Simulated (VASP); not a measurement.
# Re (Fm-3m) in VASP: further runs

Runs on Re. Level: PBE. Tasks: single point, relaxation of cell and atoms.

Program: VASP 6.6.1. These are calculated values, not measurements. Logs are shortened: lines on timing, memory, paths and dates and some standing lists are left out, and cuts for length are marked.

### 1 The cell of the first run

Symmetry: Fm-3m, No. 225, cubic system. The conventional cell has a = 3.780 Å, b = 3.780 Å, c = 3.780 Å, α = 90.00°, β = 90.00°, γ = 90.00°. Re (site symmetry m-3m) has 12 Re at 2.67 Å within 3.5 Å.

### 2 Single point, PBE (volume scaled by 0.9)

INCAR reads:

```
  PREC = Accurate
  ENCUT = 520
  EDIFF = 1E-7
  ISMEAR = -1
  SIGMA = 0.05
  LREAL = False
  LASPH = True
  NELM = 60
  ALGO = Normal
  ISIF = 2
  LWAVE = False
  LCHARG = True
  GGA = PE
  LELF = True
  LVHAR = True
  NBANDS = 10
```

KPOINTS reads:

```
regular mesh
0
Gamma
  17 17 17
```

POSCAR reads:

```
Re
1.0
    0.0000000000      1.8899037982      1.8899037982
    1.8899037982      0.0000000000      1.8899037982
    1.8899037982      1.8899037982      0.0000000000
Re
1
Direct
    0.0000000000      0.0000000000      0.0000000000
```

Potentials or basis: VASP PAW PBE potentials, release 64 (Re).

Launch:

```console
cat potpaw_PBE.64/Re/POTCAR > POTCAR
mpirun -np 1 vasp_std > vasp.out
```

OUTCAR:

```text
PREC = Accurate
   ENCUT = 520
   EDIFF = 1E-7
   ISMEAR = -1
   LREAL = False
   LASPH = True
   NELM = 60
   ISIF = 2
   GGA = PE

 ion  position               nearest neighbor table
   1  0.000  0.000  0.000-

  LATTYP: Found a face centered cubic cell.
 ALAT       =     3.7798075964

  Lattice vectors:

 A1 = (   0.0000000000,   1.8899037982,   1.8899037982)
 A2 = (   1.8899037982,   0.0000000000,   1.8899037982)
 A3 = (   1.8899037982,   1.8899037982,   0.0000000000)

Analysis of symmetry for initial positions (statically):
=====================================================================
 Subroutine PRICEL returns:
 Original cell was already a primitive cell.

 Routine SETGRP: Setting up the symmetry group for a
 face centered cubic supercell.

 Subroutine GETGRP returns: Found 48 space group operations
 (whereof 48 operations were pure point group operations)
 out of a pool of 48 trial point group operations.

The static configuration has the point symmetry O_h .

Analysis of symmetry for dynamics (positions and initial velocities):
=====================================================================
 Subroutine PRICEL returns:
 Original cell was already a primitive cell.

 Routine SETGRP: Setting up the symmetry group for a
 face centered cubic supercell.

 Subroutine GETGRP returns: Found 48 space group operations
 (whereof 48 operations were pure point group operations)
 out of a pool of 48 trial point group operations.

The dynamic configuration has the point symmetry O_h .

 Subroutine INISYM returns: Found 48 space group operations
 (whereof 48 operations are pure point group operations),
 and found     1 'primitive' translations

----------------------------------------------------------------------------------------

                                     Primitive cell

  volume of cell :      13.5005

  direct lattice vectors                    reciprocal lattice vectors
     0.000000000  1.889903798  1.889903798    -0.264563731  0.264563731  0.264563731
     1.889903798  0.000000000  1.889903798     0.264563731 -0.264563731  0.264563731
     1.889903798  1.889903798  0.000000000     0.264563731  0.264563731 -0.264563731

  length of vectors
     2.672727583  2.672727583  2.672727583     0.458237824  0.458237824  0.458237824

  position of ions in fractional coordinates (direct lattice)
     0.000000000  0.000000000  0.000000000

  ion indices of the primitive-cell ions
   primitive index   ion index
                 1           1

----------------------------------------------------------------------------------------

 KPOINTS: regular mesh

Automatic generation of k-mesh.
 Grid dimensions read from file:
 generate k-points for:   17   17   17

 Generating k-lattice:

  Cartesian coordinates                     Fractional coordinates (reciprocal lattice)
    -0.015562572  0.015562572  0.015562572     0.058823529  0.000000000  0.000000000
     0.015562572 -0.015562572  0.015562572     0.000000000  0.058823529  0.000000000
     0.015562572  0.015562572 -0.015562572     0.000000000  0.000000000  0.058823529

  Length of vectors
     0.026955166  0.026955166  0.026955166

  Shift w.r.t. Gamma in fractional coordinates (k-lattice)
     0.000000000  0.000000000  0.000000000

 Subroutine IBZKPT returns following result:
 ===========================================

 Found    165 irreducible k-points:

 Following reciprocal coordinates:
            Coordinates               Weight
  0.000000  0.000000  0.000000      1.000000
  0.058824  0.000000  0.000000      8.000000
  0.117647  0.000000  0.000000      8.000000
  0.176471  0.000000  0.000000      8.000000
  0.235294  0.000000  0.000000      8.000000
  0.294118  0.000000  0.000000      8.000000
[... 16 lines left out ...]
 -0.176471  0.058824  0.000000     24.000000
 -0.117647  0.058824  0.000000     24.000000
 [... further k-points ...]
   k-points           NKPTS =    165   k-points in BZ     NKDIM =    165   number of bands    NBANDS=     10
   number of dos      NEDOS =    301   number of ions     NIONS =      1
   total plane-waves  NPLWV =   8000
   dimension x,y,z NGX =    20 NGY =   20 NGZ =   20
   dimension x,y,z NGXF=    40 NGYF=   40 NGZF=   40
   ions per type =               1
   NGX,Y,Z   is equivalent  to a cutoff of  12.44, 12.44, 12.44 a.u.
   NGXF,Y,Z  is equivalent  to a cutoff of  24.88, 24.88, 24.88 a.u.
 SYSTEM =  unknown system
   PREC   = accura    normal or accurate (medium, high low for compatibility)
   ISTART =      0    job   : 0-new  1-cont  2-samecut
   ICHARG =      2    charge: 1-file 2-atom 10-const
   ISPIN  =      1    spin polarized calculation?
   LNONCOLLINEAR =      F non collinear calculations
   LSORBIT =      F    spin-orbit coupling
   LASPH  =      T    aspherical Exc in radial PAW
   ENCUT  =  520.0 eV  38.22 Ry    6.18 a.u.   4.97  4.97  4.97*2*pi/ulx,y,z
   NELM   =     60;   NELMIN=  2; NELMDL= -5     # of ELM steps
   EDIFF  = 0.1E-06   stopping-criterion for ELM
   LREAL  =      F    real-space projection
   EDIFFG = 0.1E-05   stopping-criterion for IOM
   NSW    =      0    number of steps for IOM
   IBRION =     -1    ionic relax: 0-MD 1-quasi-New 2-CG
   NFREE  =      0    steps in history (QN), initial steepest desc. (CG)
   ISIF   =      2    stress and relaxation
   ISYM   =      2    0-nonsym 1-usesym 2-fastsym
   POTIM  = 0.5000    time-step for ionic-motion
   TEBEG  =    0.0;   TEEND  =   0.0 temperature during run
   PSTRESS=    0.0 pullay stress
   NELECT =       7.0000    total number of electrons
   NUPDOWN=      -1.0000    fix difference up-down
   EMIN   =  10.00;   EMAX   =-10.00  energy-range for DOS
   EFERMI =   0.00;   METHOD = LEGACY
   ISMEAR =    -1;   SIGMA  =   0.05  broadening in eV -4-tet -1-fermi 0-gaus
   EFERMI_NEDOS =   21; number of points for ismear=-14 and -15
   IALGO  =     38    algorithm
   IMIX   =      4    mixing-type and parameters
     AMIX     =   0.40;   BMIX     =  1.00
     AMIX_MAG =   1.60;   BMIX_MAG =  1.00
  volume/ion in A,a.u.               =      13.50        91.11
  Fermi-wavevector in a.u.,A,eV,Ry     =   1.315198  2.485364 23.534621  1.729746
  Thomas-Fermi vector in A             =   2.445398
   LORBIT       =      0    0 simple, 1 ext, 2 COOP (PROOUT), +10 PAW based schemes
   GGA     = PE    functional components
   LHFCALC =     F    Hartree Fock is set to
   AEXX    =    0.0000 exact exchange contribution
   IVDW    =     0    specifies the selected vdW correction
   LEPSILON=     F    determine dielectric tensor
   LRPA    =     F    only Hartree local field effects (RPA)
 non-spin polarized calculation
  energy-cutoff  :      520.00
  volume of cell :       13.50
 maximum number of plane-waves:       374
   NGX =  9   NGY =  9   NGZ =  9

 number of electron       6.9999999 magnetization

 Free energy of the ion-electron system (eV)
  ---------------------------------------------------
  ext. energy  EPLUGINS =         0.00000000
  ---------------------------------------------------
  free energy    TOTEN  =       -12.16021724 eV

  energy without entropy =      -12.15316295  energy(sigma->0) =      -12.15669009

 E-fermi :   9.3178     XC(G=0): -14.2108

 val. band max:        9.2883637534   @ k =  -0.2941   0.2941   0.1176
 cond. band min:       9.3226167686   @ k =   0.1765   0.1176   0.0000
 fundamental gap:      0.0342530152
 Fermi energy:         9.3178360677

 k-point     1 :       0.0000    0.0000    0.0000
  band No.  band energies     occupation
      1      -1.4688      2.00000
      2       7.1025      2.00000
      3       7.1025      2.00000
      4       7.1025      2.00000
      5      10.7363      0.00000
      6      10.7363      0.00000
      7      23.2391      0.00000
      8      29.4140      0.00000
      9      29.4140      0.00000
     10      29.4140      0.00000

 k-point     2 :       0.0588    0.0000    0.0000
  band No.  band energies     occupation
      1      -1.2899      2.00000
      2       6.9756      2.00000
      3       7.1880      2.00000
      4       7.1880      2.00000
      5      10.6613      0.00000
      6      10.6613      0.00000
      7      23.5946      0.00000
      8      28.5271      0.00000
      9      29.7474      0.00000
     10      29.7474      0.00000

 k-point     3 :       0.1176    0.0000    0.0000
  band No.  band energies     occupation
      1      -0.7783      2.00000
      2       6.6600      2.00000
      3       7.4065      2.00000
      4       7.4065      2.00000
      5      10.5004      0.00000
      6      10.5004      0.00000
      7      24.5317      0.00000
      8      27.0332      0.00000
      9      30.7113      0.00000
     10      30.7113      0.00000

 k-point     4 :       0.1765    0.0000    0.0000
  band No.  band energies     occupation
      1      -0.0205      2.00000
      2       6.3246      2.00000
      3       7.6259      2.00000
      4       7.6259      2.00000
      5      10.4440      0.00000
      6      10.4440      0.00000
      7      24.8954      0.00000
      8      26.6053      0.00000
      9      32.2135      0.00000
     10      32.2135      0.00000

 k-point     5 :       0.2353    0.0000    0.0000
  band No.  band energies     occupation
      1       0.8058      2.00000
      2       6.2079      2.00000
      3       7.6562      2.00000
      4       7.6562      2.00000
      5      10.7330      0.00000
      6      10.7330      0.00000
      7      23.7730      0.00000
      8      27.7882      0.00000
      9      34.1314      0.00000
     10      34.1345      0.00000

 k-point     6 :       0.2941    0.0000    0.0000
  band No.  band energies     occupation
      1       1.4335      2.00000
      2       6.5795      2.00000
      3       7.4708      2.00000
      4       7.4708      2.00000
      5      11.4049      0.00000
      6      11.4049      0.00000
      7      22.6901      0.00000
      8      27.7439      0.00000
      9      34.9428      0.00000
     10      35.7548      0.00000

 k-point     7 :       0.3529    0.0000    0.0000
  band No.  band energies     occupation
      1       1.7089      2.00000
      2       7.2101      2.00000
      3       7.2101      2.00000
      4       7.5159      2.00000
      5      12.2686      0.00000
      6      12.2686      0.00000
      7      21.8153      0.00000
      8      25.9750      0.00000
      9      33.4530      0.00000
     10      33.4531      0.00000

 k-point     8 :       0.4118    0.0000    0.0000
  band No.  band energies     occupation
      1       1.7511      2.00000
      2       6.9896      2.00000
      3       6.9896      2.00000
      4       8.6976      1.99999
      5      13.0801      0.00000
      6      13.0801      0.00000
      7      21.1407      0.00000
      8      24.0481      0.00000
      9      31.6017      0.00000
     10      31.6017      0.00000

 k-point     9 :       0.4706    0.0000    0.0000
  band No.  band energies     occupation
      1       1.7308      2.00000
      2       6.8675      2.00000
      3       6.8675      2.00000
      4       9.5613      0.01525
      5      13.5836      0.00000
      6      13.5836      0.00000
      7      20.6822      0.00000
      8      22.9091      0.00000
      9      30.5789      0.00000
     10      30.5789      0.00000
[... 118 lines left out ...]
 k-point    19 :      -0.4118    0.0588    0.0000
  band No.  band energies     occupation
      1       1.9075      2.00000
      2       6.7666      2.00000
      3       7.0483      2.00000
      4       8.7562      1.99997
      5      12.9614      0.00000
      6      13.9743      0.00000
      7      20.9721      0.00000
      8      23.7802      0.00000
      9      30.5297      0.00000
     10      31.6449      0.00000

 k-point    20 :      -0.3529    0.0588    0.0000
  band No.  band energies     occupation
      1       1.9044      2.00000
      2       6.9936      2.00000
      3       7.2268      2.00000
      4       7.6631      2.00000
      5      12.0645      0.00000
      6      13.3281      0.00000
      7      21.7728      0.00000
      8      25.3377      0.00000
      9      31.6345      0.00000
     10      33.5609      0.00000

 k-point    21 :      -0.2941    0.0588    0.0000
  band No.  band energies     occupation
      1       1.7277      2.00000
      2       6.6342      2.00000
      3       7.2879      2.00000
      4       7.4889      2.00000
      5      11.1026      0.00000
      6      12.4625      0.00000
      7      22.6594      0.00000
      8      27.2952      0.00000
      9      33.0327      0.00000
     10      34.6857      0.00000

 k-point    22 :      -0.2353    0.0588    0.0000
  band No.  band energies     occupation
      1       1.2058      2.00000
      2       6.0992      2.00000
      3       7.5634      2.00000
      4       7.7394      2.00000
      5      10.3066      0.00000
      6      11.6306      0.00000
      7      23.6897      0.00000
      8      28.1407      0.00000
      9      33.1765      0.00000
     10      34.1379      0.00000

 k-point    23 :      -0.1765    0.0588    0.0000
  band No.  band energies     occupation
      1       0.4071      2.00000
      2       6.1037      2.00000
      3       7.6921      2.00000
      4       7.7864      2.00000
      5       9.9306      0.00001
      6      11.0456      0.00000
      7      24.8494      0.00000
      8      27.0992      0.00000
      9      31.7530      0.00000
     10      33.7447      0.00000

 k-point    24 :      -0.1176    0.0588    0.0000
  band No.  band energies     occupation
      1      -0.3975      2.00000
      2       6.4028      2.00000
      3       7.5628      2.00000
      4       7.5946      2.00000
      5      10.0444      0.00000
      6      10.7958      0.00000
      7      25.1862      0.00000
      8      26.6102      0.00000
      9      30.4724      0.00000
     10      31.9188      0.00000

 [... further k-points ...]
[... 5 lines left out ...]
  --------------------------------------------------------------------------------------
  -------------------------------------------------------------------------------------
  Total        4.0905250      4.0905250      4.0905250     -0.0000000     -0.0000000      0.0000000
  in kB      485.4455775    485.4455775    485.4455775     -0.0000000     -0.0000000      0.0000000
  external PRESSURE =     485.4455775 kB  Pullay stress =       0.0000000 kB

 VOLUME and BASIS-vectors are now :
 -----------------------------------------------------------------------------
  energy-cutoff  :      520.00
  volume of cell :       13.50
      direct lattice vectors                 reciprocal lattice vectors
     0.000000000  1.889903798  1.889903798    -0.264563731  0.264563731  0.264563731
     1.889903798  0.000000000  1.889903798     0.264563731 -0.264563731  0.264563731
     1.889903798  1.889903798  0.000000000     0.264563731  0.264563731 -0.264563731

 POSITION                                       TOTAL-FORCE (eV/Angst)
 -----------------------------------------------------------------------------------
      0.00000      0.00000      0.00000         0.000000      0.000000      0.000000
 -----------------------------------------------------------------------------------
    total drift:                                0.000000      0.000000     -0.000000

  FREE ENERGIE OF THE ION-ELECTRON SYSTEM (eV)
  ---------------------------------------------------
  free  energy   TOTEN  =       -12.1602172410 eV

  energy  without entropy=      -12.1531629466  energy(sigma->0) =      -12.15669009
```

Wall time 8.5 s (1 thread of Intel Xeon 6975P-C (Granite Rapids), shared host); peak memory 0.14 GiB.

What came out:

- Free energy: -12.1602 eV
- Pressure: 48.5 GPa

Caveat: spin-orbit coupling is left out, which moves the levels of the heavy elements.

(Part 1 of 2 ends here.)
